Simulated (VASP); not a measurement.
Set up this calculation in VASP 6.6.1, as the native input.

```yaml
Task: single point
Functional: PBE
Potentials_or_basis: VASP PAW PBE potentials, release 64 (K_sv, Mg, F)
Cutoff: 520 eV
k_mesh: 6 × 6 × 6
Occupations: gaussian, width 0.05 eV
Spin: no spin polarisation
Dipole_correction: no
Further_INCAR_settings: ALGO = Normal; EDIFF = 1e-06; NBANDS = 24
```

The structure of KMgF3 lies in POSCAR:

```
KMgF3
1.0
    3.8663230000      0.0000000000      0.0000000000
    0.0000000000      3.8663230000      0.0000000000
    0.0000000000      0.0000000000      3.8663230000
K Mg F
1 1 3
Direct
    0.5000000000      0.5000000000      0.5000000000
    0.0000000000      0.0000000000      0.0000000000
    0.5000000000      0.0000000000      0.0000000000
    0.0000000000      0.5000000000      0.0000000000
    0.0000000000      0.0000000000      0.5000000000
```

This cell differs from its parent crystal: strain -0.030 along x and y, -0.030 along z.

These files were run (other wordings do the same):

INCAR

```
ALGO = Normal
EDIFF = 1E-6
ENCUT = 520
GGA = PE
ISIF = 2
ISMEAR = 0
LASPH = True
LCHARG = False
LREAL = False
LWAVE = False
NBANDS = 24
NELM = 60
PREC = Accurate
SIGMA = 0.05
```

KPOINTS

```
k-points
0
Gamma
  6 6 6
```

Potentials or basis: VASP PAW PBE potentials, release 64 (K_sv, Mg, F).

Launch:

```console
$ cat potpaw_PBE.64/K_sv/POTCAR potpaw_PBE.64/Mg/POTCAR potpaw_PBE.64/F/POTCAR > POTCAR
$ mpirun -np 1 vasp_std > vasp.out
```

Results of the run:

```yaml
Pressure: 12.5 GPa
Band_gap_on_the_k_mesh: 8.04 eV, indirect (least direct gap 8.36 eV)
```

Caveat: the cell differs from its parent crystal (strain -0.030 along x and y, -0.030 along z).

Run time: 17 s on 1 thread of Intel(R) Xeon(R) Platinum 8488C (Sapphire Rapids) (shared host), peak memory 0.18 GiB.
